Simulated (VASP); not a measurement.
A run of VASP 6.6.1 is set up as follows.

Contents of INCAR:

```
PREC = Accurate
ENCUT = 520
EDIFF = 1E-6
ISMEAR = 0
SIGMA = 0.1
LREAL = False
LASPH = True
NELM = 100
ALGO = Fast
ISIF = 2
LWAVE = False
LCHARG = False
GGA = PE
NBANDS = 51
```

Contents of KPOINTS:

```
Automatic mesh
0
Gamma
  4 4 4
```

The input POSCAR:

```
Sn
1.0
    6.5202760205      0.0000000000      0.5977842662
    0.0000000000      5.4630479166      0.0000000000
   -2.3335900388      0.0000000000      4.4478486956
Sn
6
Direct
    0.0000000000      0.0000000000      0.0000000000
    0.0000000000      0.5000000000      0.5000000000
    0.3332030656      0.4998885545      0.1667620746
    0.6667969344      0.9998885545      0.3332379254
    0.6667969344      0.5001114455      0.8332379254
    0.3332030656      0.0001114455      0.6667620746
```

Potentials or basis: VASP PAW PBE potentials, release 64 (Sn_d).

Command:

```bash
$ cat potpaw_PBE.64/Sn_d/POTCAR > POTCAR
$ mpirun -np 1 vasp_std > vasp.out
```

**Question.** Estimate the pressure.

**Answer.** -0.2 GPa.

**Question.** Estimate the band gap on the k mesh.

**Answer.** Zero (bands 42 and 43 overlap by 2.90 eV).

**Question.** Predict the largest force.

**Answer.** 0.003 eV/Å.

Forces on the atoms (eV/Å):
```
Sn   0.000  0.000  0.000
Sn   0.000  0.000  0.000
Sn   0.003  0.001 -0.001
Sn  -0.003  0.001  0.001
Sn  -0.003 -0.001  0.001
Sn   0.003 -0.001 -0.001
```

Caveat: spin-orbit coupling is left out, which moves the levels of the heavy elements.
